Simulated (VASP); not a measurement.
# AgCl (I4/mmm) in VASP: further runs

AgCl is run at these levels: LDA; tasks: single point.

Everything below comes from runs of VASP 6.6.1. Logs are shortened: lines on timing, memory, paths and dates and some standing lists are left out, and cuts for length are marked.

**1. The cell of the first run**

Symmetry: I4/mmm, No. 139, tetragonal system. The conventional cell has a = 3.635 Å, b = 3.635 Å, c = 5.355 Å, α = 90.00°, β = 90.00°, γ = 90.00°. Ag (site symmetry 4/mmm) has 6 Cl at 2.57 to 2.68 Å within 3.4 Å. Cl (site symmetry 4/mmm) has 6 Ag at 2.57 to 2.68 Å within 3.4 Å.

**2. Single point, LDA**

File INCAR:

```
SYSTEM = AgCl
PREC = Accurate
ENCUT = 520
EDIFF = 1E-7
ISMEAR = 0
SIGMA = 0.05
LREAL = .False.
LASPH = .True.
NELM = 80
ALGO = Normal
ISIF = 2
LWAVE = .False.
LCHARG = .False.
NBANDS = 16
```

File KPOINTS:

```
Automatic mesh
0
Gamma
  10 10 10
  0 0 0
```

File POSCAR:

```
AgCl
1.0
    0.0000000000      2.5702189920      2.6773114500
    2.5702189920      0.0000000000      2.6773114500
    2.5702189920      2.5702189920      0.0000000000
Ag Cl
1 1
Direct
    0.5000000000      0.5000000000      0.5000000000
    0.0000000000      0.0000000000      0.0000000000
```

Potentials or basis: VASP PAW LDA potentials, release 64 (Ag, Cl).

On the command line:

```
$ cat potpaw_LDA.64/Ag/POTCAR potpaw_LDA.64/Cl/POTCAR > POTCAR
$ mpirun -np 1 vasp_std > vasp.out
```

OUTCAR:

```text
SYSTEM = AgCl
   PREC = Accurate
   ENCUT = 520
   EDIFF = 1E-7
   ISMEAR = 0
   LREAL = .False.
   LASPH = .True.
   NELM = 80
   ISIF = 2

 ion  position               nearest neighbor table
   1  0.500  0.500  0.500-   2 2.57   2 2.57   2 2.57   2 2.57   2 2.68   2 2.68
   2  0.000  0.000  0.000-   1 2.57   1 2.57   1 2.57   1 2.57   1 2.68   1 2.68

  LATTYP: Found a body centered tetragonal cell.
 ALAT       =     3.6348385568
 C/A-ratio  =     1.4731391275

  Lattice vectors:

 A1 = (  -2.5702189920,   0.0000000000,   2.6773114500)
 A2 = (   2.5702189920,   0.0000000000,   2.6773114500)
 A3 = (   0.0000000000,   2.5702189920,  -2.6773114500)

Analysis of symmetry for initial positions (statically):
=====================================================================
 Subroutine PRICEL returns:
 Original cell was already a primitive cell.

 Routine SETGRP: Setting up the symmetry group for a
 body centered tetragonal supercell.

 Subroutine GETGRP returns: Found 16 space group operations
 (whereof 16 operations were pure point group operations)
 out of a pool of 16 trial point group operations.

The static configuration has the point symmetry D_4h.

Analysis of symmetry for dynamics (positions and initial velocities):
=====================================================================
 Subroutine PRICEL returns:
 Original cell was already a primitive cell.

 Routine SETGRP: Setting up the symmetry group for a
 body centered tetragonal supercell.

 Subroutine GETGRP returns: Found 16 space group operations
 (whereof 16 operations were pure point group operations)
 out of a pool of 16 trial point group operations.

The dynamic configuration has the point symmetry D_4h.

 Subroutine INISYM returns: Found 16 space group operations
 (whereof 16 operations are pure point group operations),
 and found     1 'primitive' translations

----------------------------------------------------------------------------------------

                                     Primitive cell

  volume of cell :      35.3728

  direct lattice vectors                    reciprocal lattice vectors
     0.000000000  2.570218992  2.677311450    -0.194535953  0.194535953  0.186754514
     2.570218992  0.000000000  2.677311450     0.194535953 -0.194535953  0.186754514
     2.570218992  2.570218992  0.000000000     0.194535953  0.194535953 -0.186754514

  length of vectors
     3.711336992  3.711336992  3.634838557     0.332514244  0.332514244  0.332514244

  position of ions in fractional coordinates (direct lattice)
     0.500000000  0.500000000  0.500000000
     0.000000000  0.000000000  0.000000000

  ion indices of the primitive-cell ions
   primitive index   ion index
                 1           1
                 2           2

----------------------------------------------------------------------------------------

 KPOINTS: Automatic mesh

Automatic generation of k-mesh.
 Grid dimensions read from file:
 generate k-points for:   10   10   10

 Generating k-lattice:

  Cartesian coordinates                     Fractional coordinates (reciprocal lattice)
    -0.019453595  0.019453595  0.018675451     0.100000000 -0.000000000  0.000000000
     0.019453595 -0.019453595  0.018675451    -0.000000000  0.100000000  0.000000000
     0.019453595  0.019453595 -0.018675451     0.000000000  0.000000000  0.100000000

  Length of vectors
     0.033251424  0.033251424  0.033251424

  Shift w.r.t. Gamma in fractional coordinates (k-lattice)
     0.000000000  0.000000000  0.000000000

 Subroutine IBZKPT returns following result:
 ===========================================

 Found    102 irreducible k-points:

 Following reciprocal coordinates:
            Coordinates               Weight
  0.000000  0.000000  0.000000      1.000000
  0.100000  0.000000  0.000000      8.000000
  0.200000  0.000000  0.000000      8.000000
  0.300000  0.000000  0.000000      8.000000
  0.400000  0.000000  0.000000      8.000000
  0.500000  0.000000  0.000000      4.000000
[... 16 lines left out ...]
  0.300000  0.300000  0.000000      2.000000
  0.400000  0.300000  0.000000      8.000000
 [... further k-points ...]
   k-points           NKPTS =    102   k-points in BZ     NKDIM =    102   number of bands    NBANDS=     16
   number of dos      NEDOS =    301   number of ions     NIONS =      2
   total plane-waves  NPLWV =  21952
   dimension x,y,z NGX =    28 NGY =   28 NGZ =   28
   dimension x,y,z NGXF=    56 NGYF=   56 NGZF=   56
   ions per type =               1   1
   NGX,Y,Z   is equivalent  to a cutoff of  12.54, 12.54, 12.81 a.u.
   NGXF,Y,Z  is equivalent  to a cutoff of  25.08, 25.08, 25.61 a.u.
 SYSTEM =  AgCl
   PREC   = accura    normal or accurate (medium, high low for compatibility)
   ISTART =      0    job   : 0-new  1-cont  2-samecut
   ICHARG =      2    charge: 1-file 2-atom 10-const
   ISPIN  =      1    spin polarized calculation?
   LNONCOLLINEAR =      F non collinear calculations
   LSORBIT =      F    spin-orbit coupling
   LASPH  =      T    aspherical Exc in radial PAW
   ENCUT  =  520.0 eV  38.22 Ry    6.18 a.u.   6.90  6.90  6.76*2*pi/ulx,y,z
   NELM   =     80;   NELMIN=  2; NELMDL= -5     # of ELM steps
   EDIFF  = 0.1E-06   stopping-criterion for ELM
   LREAL  =      F    real-space projection
   EDIFFG = 0.1E-05   stopping-criterion for IOM
   NSW    =      0    number of steps for IOM
   IBRION =     -1    ionic relax: 0-MD 1-quasi-New 2-CG
   NFREE  =      0    steps in history (QN), initial steepest desc. (CG)
   ISIF   =      2    stress and relaxation
   ISYM   =      2    0-nonsym 1-usesym 2-fastsym
   POTIM  = 0.5000    time-step for ionic-motion
   TEBEG  =    0.0;   TEEND  =   0.0 temperature during run
   PSTRESS=    0.0 pullay stress
   NELECT =      18.0000    total number of electrons
   NUPDOWN=      -1.0000    fix difference up-down
   EMIN   =  10.00;   EMAX   =-10.00  energy-range for DOS
   EFERMI =   0.00;   METHOD = LEGACY
   ISMEAR =     0;   SIGMA  =   0.05  broadening in eV -4-tet -1-fermi 0-gaus
   EFERMI_NEDOS =   21; number of points for ismear=-14 and -15
   IALGO  =     38    algorithm
   IMIX   =      4    mixing-type and parameters
     AMIX     =   0.40;   BMIX     =  1.00
     AMIX_MAG =   1.60;   BMIX_MAG =  1.00
  volume/ion in A,a.u.               =      17.69       119.35
  Fermi-wavevector in a.u.,A,eV,Ry     =   1.307001  2.469874 23.242177  1.708252
  Thomas-Fermi vector in A             =   2.437765
   LORBIT       =      0    0 simple, 1 ext, 2 COOP (PROOUT), +10 PAW based schemes
   GGA     = CA    functional components
   LHFCALC =     F    Hartree Fock is set to
   AEXX    =    0.0000 exact exchange contribution
   IVDW    =     0    specifies the selected vdW correction
   LEPSILON=     F    determine dielectric tensor
   LRPA    =     F    only Hartree local field effects (RPA)
 non-spin polarized calculation
 Gauss-broadening in eV      SIGMA  =   0.05
  energy-cutoff  :      520.00
  volume of cell :       35.37
 maximum number of plane-waves:       974
   NGX = 13   NGY = 13   NGZ = 13

 number of electron      17.9999997 magnetization

 Free energy of the ion-electron system (eV)
  ---------------------------------------------------
  ext. energy  EPLUGINS =         0.00000000
  ---------------------------------------------------
  free energy    TOTEN  =        -6.72030845 eV

  energy without entropy =       -6.72030845  energy(sigma->0) =       -6.72030845

 E-fermi :   6.6639     XC(G=0): -11.4048

 val. band max:        6.4124119587   @ k =   0.5000   0.0000   0.0000
 cond. band min:       6.9684216384   @ k =   0.0000   0.0000   0.0000
 fundamental gap:      0.5560096797
 Fermi energy:         6.6638733250

 k-point     1 :       0.0000    0.0000    0.0000
  band No.  band energies     occupation
      1     -10.2441      2.00000
      2       2.6629      2.00000
      3       2.8145      2.00000
      4       2.8258      2.00000
      5       2.8258      2.00000
      6       2.8326      2.00000
[... 8 lines left out ...]
     15      19.6451      0.00000
     16      19.9896      0.00000

 k-point     2 :       0.1000    0.0000    0.0000
  band No.  band energies     occupation
      1     -10.1782      2.00000
      2       2.1267      2.00000
      3       2.1350      2.00000
      4       2.2497      2.00000
      5       2.7945      2.00000
      6       2.8727      2.00000
[... 8 lines left out ...]
     15      18.8855      0.00000
     16      19.0777      0.00000

 k-point     3 :       0.2000    0.0000    0.0000
  band No.  band energies     occupation
      1      -9.9980      2.00000
      2       1.1126      2.00000
      3       1.4634      2.00000
      4       1.5896      2.00000
      5       2.9443      2.00000
      6       3.0008      2.00000
[... 8 lines left out ...]
     15      18.4169      0.00000
     16      19.2171      0.00000

 k-point     4 :       0.3000    0.0000    0.0000
  band No.  band energies     occupation
      1      -9.7573      2.00000
      2       0.1143      2.00000
      3       0.9651      2.00000
      4       1.1062      2.00000
      5       3.1450      2.00000
      6       3.1657      2.00000
[... 8 lines left out ...]
     15      18.7460      0.00000
     16      19.3888      0.00000
[... 324 lines left out ...]
 k-point    22 :      -0.2000    0.2000    0.0000
  band No.  band energies     occupation
      1      -9.6784      2.00000
      2      -0.0818      2.00000
      3       0.7531      2.00000
      4       1.4047      2.00000
      5       3.1181      2.00000
      6       3.2602      2.00000
[... 8 lines left out ...]
     15      20.5934      0.00000
     16      21.5303      0.00000

 k-point    23 :       0.3000    0.3000    0.0000
  band No.  band energies     occupation
      1      -9.7484      2.00000
      2       0.2499      2.00000
      3       2.1207      2.00000
      4       2.1207      2.00000
      5       2.3403      2.00000
      6       2.9758      2.00000
[... 8 lines left out ...]
     15      21.7138      0.00000
     16      23.5105      0.00000

 k-point    24 :       0.4000    0.3000    0.0000
  band No.  band energies     occupation
      1      -9.6280      2.00000
      2       0.1841      2.00000
      3       1.5858      2.00000
      4       1.7576      2.00000
      5       2.5806      2.00000
      6       3.2925      2.00000
[... 8 lines left out ...]
     15      21.6326      0.00000
     16      22.7154      0.00000

 [... further k-points ...]
[... 5 lines left out ...]
  --------------------------------------------------------------------------------------
  -------------------------------------------------------------------------------------
  Total        1.8737036      1.8737036      1.0989264      0.0000000      0.0000000      0.0000000
  in kB       84.8676813     84.8676813     49.7748575      0.0000000      0.0000000      0.0000000
  external PRESSURE =      73.1700733 kB  Pullay stress =       0.0000000 kB

 VOLUME and BASIS-vectors are now :
 -----------------------------------------------------------------------------
  energy-cutoff  :      520.00
  volume of cell :       35.37
      direct lattice vectors                 reciprocal lattice vectors
     0.000000000  2.570218992  2.677311450    -0.194535953  0.194535953  0.186754514
     2.570218992  0.000000000  2.677311450     0.194535953 -0.194535953  0.186754514
     2.570218992  2.570218992  0.000000000     0.194535953  0.194535953 -0.186754514

 POSITION                                       TOTAL-FORCE (eV/Angst)
 -----------------------------------------------------------------------------------
      2.57022      2.57022      2.67731         0.000000     -0.000000     -0.000000
      0.00000      0.00000      0.00000        -0.000000      0.000000      0.000000
 -----------------------------------------------------------------------------------
    total drift:                                0.000000      0.000000      0.000000

  FREE ENERGIE OF THE ION-ELECTRON SYSTEM (eV)
  ---------------------------------------------------
  free  energy   TOTEN  =        -6.7203084540 eV

  energy  without entropy=       -6.7203084540  energy(sigma->0) =       -6.72030845
```

It took 41 s on 1 thread of Intel Xeon 6975P-C, shared host; peak memory 0.18 GiB.

What came out:

| Property | Result |
| --- | --- |
| Free energy | -6.7203 eV |
| Pressure | 7.3 GPa |
| Band gap on the k mesh | 0.56 eV, indirect (least direct gap 3.23 eV) |

Stress tensor (GPa, compression positive):
```
8.49 0.00 0.00
0.00 8.49 0.00
0.00 0.00 4.98
```

A k mesh can miss the band edges.

**3. Single point, LDA**

This run uses another cell than the first one, of 18.18 Å³/atom, 1.028 times its volume.

File INCAR:

```
ALGO     = Normal         # electronic algorithm
EDIFF    = 1E-6           # SCF threshold, eV
ENCUT    = 520            # plane-wave cutoff, eV
ISIF     = 2              # what is computed and relaxed
ISMEAR   = 0              # smearing method
LASPH    = T              # aspherical terms in the spheres
LCHARG   = F              # write CHGCAR
LREAL    = F              # projectors in reciprocal space
LWAVE    = F              # write WAVECAR
NBANDS   = 16             # bands
NELM     = 80             # most SCF steps
PREC     = Accurate       # precision mode
SIGMA    = 0.05           # smearing width, eV
```

File KPOINTS:

```
k-points
0
Gamma
  10 10 10
```

File POSCAR:

```
AgCl
1.0
    0.0000000000      2.6058272343      2.6773114500
    2.6058272343      0.0000000000      2.6773114500
    2.6058272343      2.6058272343      0.0000000000
Ag Cl
1 1
Direct
    0.5000000000      0.5000000000      0.5000000000
    0.0000000000      0.0000000000      0.0000000000
```

Potentials or basis: VASP PAW LDA potentials, release 64 (Ag, Cl).

On the command line:

```
$ cat potpaw_LDA.64/Ag/POTCAR potpaw_LDA.64/Cl/POTCAR > POTCAR
$ mpirun -np 1 vasp_std > vasp.out
```

It took 25 s on 1 thread of Intel Xeon 6975P-C, shared host; peak memory 0.18 GiB.

The run converged. Its results:

* Free energy: -6.7623 eV
* Pressure: 4.5 GPa
* Band gap on the k mesh: 0.59 eV, indirect (least direct gap 3.39 eV)

Stress tensor (GPa, compression positive):
```
5.10 0.00 0.00
0.00 5.10 0.00
0.00 0.00 3.21
```

Levels at points of the mesh, in eV from the valence-band top:
| k point | band 6 | band 7 | band 8 | band 9 | band 10 | band 11 | band 12 | band 13 |
| --- | --- | --- | --- | --- | --- | --- | --- | --- |
| (0.00, 0.00, 0.00) | -3.35 | -3.15 | -3.15 | -3.05 | 0.59 | 10.55 | 10.60 | 10.60 |
| (0.50, 0.00, 0.00) | -2.84 | -2.43 | -0.21 | 0.00 | 3.39 | 6.86 | 7.16 | 7.20 |
| (0.50, 0.50, 0.00) | -3.12 | -2.67 | -2.67 | -2.45 | 1.77 | 7.67 | 8.67 | 12.11 |
| (0.50, 0.00, 0.50) | -3.06 | -2.69 | -2.66 | -2.43 | 1.70 | 7.47 | 8.92 | 11.67 |

**4. Single point, LDA**

This run uses another cell than the first one, of 18.68 Å³/atom, 1.056 times its volume.

File INCAR:

```
  PREC = Accurate
  ENCUT = 520
  EDIFF = 1E-6
  ISMEAR = 0
  SIGMA = 0.05
  LREAL = False
  LASPH = True
  NELM = 80
  ALGO = Normal
  ISIF = 2
  LWAVE = False
  LCHARG = False
  GGA = CA
  NBANDS = 16
```

File KPOINTS:

```
Automatic mesh
0
Gamma
  10 10 10
```

File POSCAR:

```
AgCl
1.0
    0.0000000000      2.6417032077      2.6773114500
    2.6417032077      0.0000000000      2.6773114500
    2.6417032077      2.6417032077      0.0000000000
Ag Cl
1 1
Direct
    0.5000000000      0.5000000000      0.5000000000
    0.0000000000      0.0000000000      0.0000000000
```

On the command line:

```
$ cat potpaw_LDA.64/Ag/POTCAR potpaw_LDA.64/Cl/POTCAR > POTCAR
$ mpirun -np 1 vasp_std > vasp.out
```

Wall time 31 s (1 thread of Intel Xeon 6975P-C, shared host); peak memory 0.18 GiB.

The run converged. Its results:

```
Free energy            : -6.7856 eV
Pressure               : 2.0 GPa
Band gap on the k mesh : 0.62 eV, indirect (least direct gap 3.42 eV)
```

Stress tensor (GPa, compression positive):
```
2.29 0.00 0.00
0.00 2.29 0.00
0.00 0.00 1.55
```

Levels at points of the mesh, in eV from the valence-band top:
```csv
k point,band 7,band 8,band 9,band 10,band 11,band 12
"(0.00, 0.00, 0.00)",-2.94,-2.94,-2.89,0.62,10.63,10.66
"(0.50, 0.00, 0.00)",-2.27,-0.10,0.00,3.54,7.05,7.07
"(0.50, 0.50, 0.00)",-2.51,-2.51,-2.31,1.85,7.69,8.71
"(0.50, 0.00, 0.50)",-2.52,-2.50,-2.30,1.83,7.60,8.84
```

A k mesh can miss the band edges. As with any semilocal functional, this LDA gap is likely too small.

**5. The runs side by side**

```tsv
cell	gap on the mesh (eV)	pressure (GPa)
a = 3.711, b = 3.711, c = 3.635 Å, angles 60.7, 60.7, 58.6°, 2 atoms	0.56	7.3
a = 3.736, b = 3.736, c = 3.685 Å, angles 60.4, 60.4, 59.1°, 2 atoms	0.59	4.5
a = 3.761, b = 3.761, c = 3.736 Å, angles 60.2, 60.2, 59.6°, 2 atoms	0.62	2.0
```

Alike in all rows: task single point; level LDA; potentials or basis VASP PAW LDA potentials, release 64 (Ag, Cl); no spin polarisation; k mesh 10 × 10 × 10; cutoff (eV) 520; smearing gaussian 0.05 eV.

Total energies depend on the potentials used, so only differences within one code and one set of settings carry meaning.
